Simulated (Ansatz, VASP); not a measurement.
## One calculation of HRh6, two programs

```
Rh H
1.0
     5.41634    0.00000    0.00000
     0.00000    5.41634    0.00000
     0.00000    0.00000   21.67374
Rh H
12 2
Direct
  0.25000 0.25000 0.18456
  0.25000 0.75000 0.18456
  0.75000 0.25000 0.18456
  0.75000 0.75000 0.18456
  0.00000 0.00000 0.26938
  0.00000 0.50000 0.26938
  0.50000 0.00000 0.26938
  0.50000 0.50000 0.26938
  0.25000 0.25000 0.35406
  0.25000 0.75000 0.35406
  0.75000 0.25000 0.35406
  0.75000 0.75000 0.35406
  0.36199 0.50000 0.43388
  0.63801 0.50000 0.43388
```

Alike in both runs: task single point; functional PBE; k mesh 5 × 5 × 1; occupations gaussian, width 0.1 eV; no spin polarisation.

|  | VASP | Ansatz |
| --- | --- | --- |
| version | VASP 6.6.1 | Ansatz 0.2.0 |
| potentials or method | VASP PAW PBE potentials, release 64 (Rh_pv, H), cutoff 520 eV | scalar-relativistic, plane waves, PAW |
| valence electrons in the cell | 182 | 206 |

```csv
,VASP,Ansatz,Ansatz less VASP
gap on the k mesh at the Fermi level (eV),none,none,-
rms of the force components (eV/Å),0.426,0.426,-0.0002
"work function, face that differs most (eV)",5.28,5.28,+0.001
```

Atom by atom the forces differ by 0.002 eV/Å (rms over components). A gap of «none» marks a metal or a gap that the smearing closes. VASP's potentials hold 182 valence electrons a cell and Ansatz's 206, so a difference there can come from the potentials and not from the codes.
